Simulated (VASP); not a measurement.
# Au (I4/mmm) in VASP: further runs

The runs below take Au through single point, with PBEsol.

All numbers are computed with VASP 6.6.1; they aren't measurements. Logs are shortened: lines on timing, memory, paths and dates and some standing lists are left out, and cuts for length are marked.

### Step 1. The cell of the first run

Symmetry: I4/mmm, No. 139, tetragonal system. The conventional cell has a = 2.888 Å, b = 2.888 Å, c = 3.961 Å, α = 90.00°, β = 90.00°, γ = 90.00°. Au (site symmetry 4/mmm) has 12 Au at 2.84 to 2.89 Å within 3.7 Å.

### Step 2. Single point, PBEsol (strain along c alone, the other axes held: -3.0 %)

INCAR reads:

```
PREC = Accurate
ENCUT = 520
EDIFF = 1E-6
ISMEAR = 0
SIGMA = 0.1
LREAL = F
LASPH = T
NELM = 100
ALGO = Fast
ISIF = 2
LWAVE = F
LCHARG = F
GGA = PS
NBANDS = 18
```

KPOINTS reads:

```
regular mesh
0
Gamma
  18 18 14
```

POSCAR reads:

```
Au
1.0
    2.0418799352      2.0418799352      0.0000000000
   -2.0418799352      2.0418799352      0.0000000000
    0.0000000000      0.0000000000      3.9612470743
Au
2
Direct
    0.0000000000      0.0000000000      0.0000000000
    0.5000000000      0.5000000000      0.5000000000
```

Potentials or basis: VASP PAW PBE potentials, release 64 (Au).

Started as:

```
$ cat potpaw_PBE.64/Au/POTCAR > POTCAR
$ mpirun -np 1 vasp_std > vasp.out
```

OUTCAR:

```text
PREC = Accurate
   ENCUT = 520
   EDIFF = 1E-6
   ISMEAR = 0
   LREAL = F
   LASPH = T
   NELM = 100
   ISIF = 2
   GGA = PS

 ion  position               nearest neighbor table
   1  0.000  0.000  0.000-   2 2.84   2 2.84   2 2.84   2 2.84   2 2.84   2 2.84   2 2.84   2 2.84

   2  0.500  0.500  0.500-   1 2.84   1 2.84   1 2.84   1 2.84   1 2.84   1 2.84   1 2.84   1 2.84

  LATTYP: Found a simple tetragonal cell.
 ALAT       =     2.8876542971
 C/A-ratio  =     1.3717871555

  Lattice vectors:

 A1 = (   2.0418799352,   2.0418799352,   0.0000000000)
 A2 = (  -2.0418799352,   2.0418799352,   0.0000000000)
 A3 = (   0.0000000000,   0.0000000000,   3.9612470743)

Analysis of symmetry for initial positions (statically):
=====================================================================
 Subroutine PRICEL returns following result:

  LATTYP: Found a body centered tetragonal cell.
 ALAT       =     2.8876542971
 C/A-ratio  =     1.3717871555

  Lattice vectors:

 A1 = (   0.0000000000,  -2.0418799352,  -1.9806235371)
 A2 = (   0.0000000000,   2.0418799352,  -1.9806235371)
 A3 = (   2.0418799352,   0.0000000000,   1.9806235371)

   2 primitive cells build up your supercell.

 Routine SETGRP: Setting up the symmetry group for a
 simple tetragonal supercell.

 Subroutine GETGRP returns: Found 16 space group operations
 (whereof 16 operations were pure point group operations)
 out of a pool of 16 trial point group operations.

The static configuration has the point symmetry D_4h.

Analysis of symmetry for dynamics (positions and initial velocities):
=====================================================================
 Subroutine PRICEL returns following result:

  LATTYP: Found a body centered tetragonal cell.
 ALAT       =     2.8876542971
 C/A-ratio  =     1.3717871555

  Lattice vectors:

 A1 = (   0.0000000000,  -2.0418799352,  -1.9806235371)
 A2 = (   0.0000000000,   2.0418799352,  -1.9806235371)
 A3 = (   2.0418799352,   0.0000000000,   1.9806235371)

   2 primitive cells build up your supercell.

 Routine SETGRP: Setting up the symmetry group for a
 simple tetragonal supercell.

 Subroutine GETGRP returns: Found 16 space group operations
 (whereof 16 operations were pure point group operations)
 out of a pool of 16 trial point group operations.

The dynamic configuration has the point symmetry D_4h.

 Subroutine INISYM returns: Found 16 space group operations
 (whereof 16 operations are pure point group operations),
 and found     2 'primitive' translations

----------------------------------------------------------------------------------------

                                     Primitive cell

  volume of cell :      16.5155

  direct lattice vectors                    reciprocal lattice vectors
     0.000000000 -2.041879935 -1.980623537     0.244872380 -0.244872380 -0.252445753
     0.000000000  2.041879935 -1.980623537     0.244872380  0.244872380 -0.252445753
     2.041879935  0.000000000  1.980623537     0.489744761  0.000000000  0.000000000

  length of vectors
     2.844669272  2.844669272  2.844669272     0.428548508  0.428548508  0.489744761

  position of ions in fractional coordinates (direct lattice)
     0.000000000  0.000000000  0.000000000

  ion indices of the primitive-cell ions
   primitive index   ion index
                 1           1

----------------------------------------------------------------------------------------

 KPOINTS: regular mesh

Automatic generation of k-mesh.
 Grid dimensions read from file:
 generate k-points for:   18   18   14

 Generating k-lattice:

  Cartesian coordinates                     Fractional coordinates (reciprocal lattice)
     0.013604021  0.013604021  0.000000000     0.055555556  0.000000000  0.000000000
    -0.013604021  0.013604021  0.000000000     0.000000000  0.055555556  0.000000000
     0.000000000  0.000000000  0.018031839     0.000000000  0.000000000  0.071428571

  Length of vectors
     0.019238991  0.019238991  0.018031839

  Shift w.r.t. Gamma in fractional coordinates (k-lattice)
     0.000000000  0.000000000  0.000000000

 Subroutine IBZKPT returns following result:
 ===========================================

 Found    440 irreducible k-points:

 Following reciprocal coordinates:
            Coordinates               Weight
  0.000000  0.000000  0.000000      1.000000
  0.055556  0.000000  0.000000      4.000000
  0.111111  0.000000  0.000000      4.000000
  0.166667  0.000000  0.000000      4.000000
  0.222222  0.000000  0.000000      4.000000
  0.277778  0.000000  0.000000      4.000000
[... 16 lines left out ...]
  0.277778  0.111111  0.000000      8.000000
  0.333333  0.111111  0.000000      8.000000
 [... further k-points ...]
   k-points           NKPTS =    440   k-points in BZ     NKDIM =    440   number of bands    NBANDS=     18
   number of dos      NEDOS =    301   number of ions     NIONS =      2
   total plane-waves  NPLWV =  17280
   dimension x,y,z NGX =    24 NGY =   24 NGZ =   30
   dimension x,y,z NGXF=    48 NGYF=   48 NGZF=   60
   ions per type =               2
   NGX,Y,Z   is equivalent  to a cutoff of  13.82, 13.82, 12.59 a.u.
   NGXF,Y,Z  is equivalent  to a cutoff of  27.63, 27.63, 25.18 a.u.
 SYSTEM =  unknown system
   PREC   = accura    normal or accurate (medium, high low for compatibility)
   ISTART =      0    job   : 0-new  1-cont  2-samecut
   ICHARG =      2    charge: 1-file 2-atom 10-const
   ISPIN  =      1    spin polarized calculation?
   LNONCOLLINEAR =      F non collinear calculations
   LSORBIT =      F    spin-orbit coupling
   LASPH  =      T    aspherical Exc in radial PAW
   ENCUT  =  520.0 eV  38.22 Ry    6.18 a.u.   5.37  5.37  7.37*2*pi/ulx,y,z
   NELM   =    100;   NELMIN=  2; NELMDL= -5     # of ELM steps
   EDIFF  = 0.1E-05   stopping-criterion for ELM
   LREAL  =      F    real-space projection
[... 7 lines left out ...]
   TEBEG  =    0.0;   TEEND  =   0.0 temperature during run
   PSTRESS=    0.0 pullay stress
   NELECT =      22.0000    total number of electrons
   NUPDOWN=      -1.0000    fix difference up-down
   EMIN   =  10.00;   EMAX   =-10.00  energy-range for DOS
   EFERMI =   0.00;   METHOD = LEGACY
   ISMEAR =     0;   SIGMA  =   0.10  broadening in eV -4-tet -1-fermi 0-gaus
   EFERMI_NEDOS =   21; number of points for ismear=-14 and -15
   IALGO  =     68    algorithm
   IMIX   =      4    mixing-type and parameters
     AMIX     =   0.40;   BMIX     =  1.00
     AMIX_MAG =   1.60;   BMIX_MAG =  1.00
  volume/ion in A,a.u.               =      16.52       111.45
  Fermi-wavevector in a.u.,A,eV,Ry     =   1.429689  2.701721 27.810458  2.044011
  Thomas-Fermi vector in A             =   2.549616
   LORBIT       =      0    0 simple, 1 ext, 2 COOP (PROOUT), +10 PAW based schemes
   GGA     = PS    functional components
   LHFCALC =     F    Hartree Fock is set to
   AEXX    =    0.0000 exact exchange contribution
   IVDW    =     0    specifies the selected vdW correction
   LEPSILON=     F    determine dielectric tensor
   LRPA    =     F    only Hartree local field effects (RPA)
 non-spin polarized calculation
 RMM-DIIS sequential band-by-band and
 Gauss-broadening in eV      SIGMA  =   0.10
  energy-cutoff  :      520.00
  volume of cell :       33.03
 maximum number of plane-waves:       908
 NGX is ok and might be reduce to    24
   NGX = 11   NGY = 11   NGZ = 15

 number of electron      22.0000007 magnetization

 Free energy of the ion-electron system (eV)
  ---------------------------------------------------
  ext. energy  EPLUGINS =         0.00000000
  ---------------------------------------------------
  free energy    TOTEN  =        -7.83386392 eV

  energy without entropy =       -7.83189688  energy(sigma->0) =       -7.83288040

 E-fermi :   9.8292     XC(G=0): -13.0712

 val. band max:        9.8269356089   @ k =   0.2778   0.0556   0.3571
 cond. band min:       9.8489805232   @ k =   0.5000   0.1111   0.3571
 fundamental gap:      0.0220449143
 Fermi energy:         9.8292191749

 k-point     1 :       0.0000    0.0000    0.0000
  band No.  band energies     occupation
      1      -0.4479      2.00000
      2       2.4674      2.00000
      3       2.7822      2.00000
      4       4.8686      2.00000
      5       4.8686      2.00000
      6       5.1477      2.00000
[... 10 lines left out ...]
     17      27.0130      0.00000
     18      28.2512      0.00000

 k-point     2 :       0.0556    0.0000    0.0000
  band No.  band energies     occupation
      1      -0.3751      2.00000
      2       2.5146      2.00000
      3       2.8238      2.00000
      4       4.8431      2.00000
      5       4.8924      2.00000
      6       5.1784      2.00000
[... 10 lines left out ...]
     17      27.2793      0.00000
     18      27.8680      0.00000

 k-point     3 :       0.1111    0.0000    0.0000
  band No.  band energies     occupation
      1      -0.1599      2.00000
      2       2.6404      2.00000
      3       2.9571      2.00000
      4       4.7713      2.00000
      5       4.9630      2.00000
      6       5.2617      2.00000
[... 10 lines left out ...]
     17      26.9524      0.00000
     18      27.7488      0.00000

 k-point     4 :       0.1667    0.0000    0.0000
  band No.  band energies     occupation
      1       0.1885      2.00000
      2       2.8093      2.00000
      3       3.1942      2.00000
      4       4.6668      2.00000
      5       5.0788      2.00000
      6       5.3679      2.00000
[... 10 lines left out ...]
     17      25.8699      0.00000
     18      27.8497      0.00000

 k-point     5 :       0.2222    0.0000    0.0000
  band No.  band energies     occupation
      1       0.6538      2.00000
      2       3.0012      2.00000
      3       3.5137      2.00000
      4       4.5490      2.00000
      5       5.2370      2.00000
      6       5.4423      2.00000
[... 10 lines left out ...]
     17      25.2256      0.00000
     18      27.5990      0.00000

 k-point     6 :       0.2778    0.0000    0.0000
  band No.  band energies     occupation
      1       1.2115      2.00000
      2       3.2110      2.00000
      3       3.8595      2.00000
      4       4.4391      2.00000
      5       5.4307      2.00000
      6       5.4337      2.00000
[... 10 lines left out ...]
     17      24.9902      0.00000
     18      27.2037      0.00000

 k-point     7 :       0.3333    0.0000    0.0000
  band No.  band energies     occupation
      1       1.8271      2.00000
      2       3.4245      2.00000
      3       4.1651      2.00000
      4       4.3578      2.00000
      5       5.2524      2.00000
      6       5.3229      2.00000
[... 10 lines left out ...]
     17      24.1905      0.00000
     18      26.8023      0.00000

 k-point     8 :       0.3889    0.0000    0.0000
  band No.  band energies     occupation
      1       2.4526      2.00000
      2       3.6014      2.00000
      3       4.3234      2.00000
      4       4.3830      2.00000
      5       4.8984      2.00000
      6       5.1448      2.00000
[... 10 lines left out ...]
     17      25.2459      0.00000
     18      26.4734      0.00000
[... 229 lines left out ...]
     17      25.6019      0.00000
     18      25.6019      0.00000

 k-point    20 :       0.1111    0.1111    0.0000
  band No.  band energies     occupation
      1       0.1234      2.00000
      2       2.8321      2.00000
      3       3.1078      2.00000
      4       4.5787      2.00000
      5       5.1582      2.00000
      6       5.3955      2.00000
[... 10 lines left out ...]
     17      27.0645      0.00000
     18      27.8663      0.00000

 k-point    21 :       0.1667    0.1111    0.0000
  band No.  band energies     occupation
      1       0.4643      2.00000
      2       3.0139      2.00000
      3       3.3222      2.00000
      4       4.4387      2.00000
      5       5.3153      2.00000
      6       5.5211      2.00000
[... 10 lines left out ...]
     17      26.2371      0.00000
     18      27.9270      0.00000

 k-point    22 :       0.2222    0.1111    0.0000
  band No.  band energies     occupation
      1       0.9160      2.00000
      2       3.2102      2.00000
      3       3.6158      2.00000
      4       4.2988      2.00000
      5       5.5017      2.00000
      6       5.5491      2.00000
[... 10 lines left out ...]
     17      25.6157      0.00000
     18      27.5752      0.00000

 k-point    23 :       0.2778    0.1111    0.0000
  band No.  band energies     occupation
      1       1.4514      2.00000
      2       3.4252      2.00000
      3       3.9100      2.00000
      4       4.1749      2.00000
      5       5.2642      2.00000
      6       5.4051      2.00000
[... 10 lines left out ...]
     17      25.1856      0.00000
     18      27.7777      0.00000

 k-point    24 :       0.3333    0.1111    0.0000
  band No.  band energies     occupation
      1       2.0336      2.00000
      2       3.6604      2.00000
      3       4.0832      2.00000
      4       4.1054      2.00000
      5       4.8684      2.00000
      6       5.1954      2.00000
[... 10 lines left out ...]
     17      24.2183      0.00000
     18      26.8289      0.00000

 [... further k-points ...]

------------------------ aborting loop because EDIFF is reached ----------------------------------------

  FORCE on cell =-STRESS in cart. coord.  units (eV):
  Direction    XX          YY          ZZ          XY          YZ          ZX
  --------------------------------------------------------------------------------------
  -------------------------------------------------------------------------------------
  Total        1.0912523      1.0912523      1.2054604      0.0000000      0.0000000      0.0000000
  in kB       52.9314036     52.9314036     58.4710933      0.0000000      0.0000000      0.0000000
  external PRESSURE =      54.7779668 kB  Pullay stress =       0.0000000 kB

 VOLUME and BASIS-vectors are now :
 -----------------------------------------------------------------------------
  energy-cutoff  :      520.00
  volume of cell :       33.03
      direct lattice vectors                 reciprocal lattice vectors
     2.041879935  2.041879935  0.000000000     0.244872380  0.244872380  0.000000000
    -2.041879935  2.041879935  0.000000000    -0.244872380  0.244872380  0.000000000
     0.000000000  0.000000000  3.961247074     0.000000000  0.000000000  0.252445753

 POSITION                                       TOTAL-FORCE (eV/Angst)
 -----------------------------------------------------------------------------------
      0.00000      0.00000      0.00000         0.000000      0.000000      0.000000
      0.00000      2.04188      1.98062        -0.000000     -0.000000     -0.000000
 -----------------------------------------------------------------------------------
    total drift:                               -0.000000      0.000000     -0.000000

  FREE ENERGIE OF THE ION-ELECTRON SYSTEM (eV)
  ---------------------------------------------------
  free  energy   TOTEN  =        -7.8338639191 eV

  energy  without entropy=       -7.8318968764  energy(sigma->0) =       -7.83288040
```

Run time: 80 s. Hardware: 1 thread of Intel Xeon Platinum 8488C (Sapphire Rapids), shared host; peak memory 0.32 GiB.

Results:

* Free energy: -7.8339 eV
* Pressure: 5.5 GPa
* Band gap on the k mesh: zero (bands 11 and 12 overlap by 7.37 eV)

Caveat: the cell differs from its parent crystal (strain along c alone, the other axes held: -3.0 %); the cell stands under pressure; the PAW data sets were made with another functional, which shifts forces and pressure a little; spin-orbit coupling is left out, which moves the levels of the heavy elements.

### Step 3. Single point, PBEsol (strain along c alone, the other axes held: -2.0 %)

INCAR reads:

```
SYSTEM = Au
PREC = Accurate ; ENCUT = 520
EDIFF = 1E-7 ; ISMEAR = 0
SIGMA = 0.1 ; LREAL = .False.
LASPH = .True. ; NELM = 60
ALGO = Fast ; ISIF = 2
LWAVE = .False. ; LCHARG = .False.
GGA = PS ; NBANDS = 18
```

KPOINTS reads:

```
Automatic mesh
0
Gamma
  18 18 14
  0 0 0
```

Edit POSCAR of step 2 so:

```diff
@@ -4,3 +4,3 @@
    -2.0418799352      2.0418799352      0.0000000000
-    0.0000000000      0.0000000000      3.9612470743
+    0.0000000000      0.0000000000      4.0020846730
 Au
```

Potentials or basis: VASP PAW PBE potentials, release 64 (Au).

Started as:

```
$ cat potpaw_PBE.64/Au/POTCAR > POTCAR
$ mpirun -np 1 vasp_std > vasp.out
```

Run time: 99 s. Hardware: 1 thread of Intel Xeon Platinum 8488C (Sapphire Rapids), shared host; peak memory 0.32 GiB.

The run converged. Its results:

```
Free energy            : -7.8438 eV
Pressure               : 3.3 GPa
Band gap on the k mesh : zero (bands 11 and 12 overlap by 7.35 eV)
```

Stress tensor (GPa, compression positive):
```
3.25 0.00 0.00
0.00 3.25 0.00
0.00 0.00 3.44
```

Levels at points of the mesh, in eV from the Fermi level:
| k point | band 7 | band 8 | band 9 | band 10 | band 11 | band 12 | band 13 | band 14 | band 15 | band 16 |
| --- | --- | --- | --- | --- | --- | --- | --- | --- | --- | --- |
| (0.00, 0.00, 0.00) | -3.32 | -3.12 | -2.02 | -1.63 | -1.63 | 1.12 | 6.23 | 9.76 | 9.76 | 14.47 |
| (0.50, 0.00, 0.00) | -3.88 | -3.88 | -3.28 | -3.28 | -0.38 | -0.38 | 8.87 | 8.87 | 10.53 | 10.53 |
| (0.50, 0.50, 0.00) | -1.71 | -1.71 | -1.57 | -1.57 | 0.77 | 0.77 | 5.75 | 5.75 | 10.10 | 10.10 |
| (0.00, 0.00, 0.50) | -3.58 | -3.58 | -3.58 | -3.58 | -2.70 | -2.70 | 14.83 | 14.83 | 14.83 | 14.83 |
| (0.50, 0.00, 0.50) | -2.01 | -2.01 | -1.92 | -1.92 | -1.14 | -1.14 | 3.16 | 3.16 | 13.89 | 13.89 |
| (0.50, 0.50, 0.50) | -3.37 | -3.37 | -1.71 | -1.71 | 4.60 | 4.60 | 6.36 | 6.36 | 6.36 | 6.36 |

Caveat: the cell differs from its parent crystal (strain along c alone, the other axes held: -2.0 %); the cell stands under pressure; the PAW data sets were made with another functional, which shifts forces and pressure a little; spin-orbit coupling is left out, which moves the levels of the heavy elements.

(Part 1 of 2 ends here.)

The gap in the log of VASP goes by the Fermi energy; the results here count the filled bands.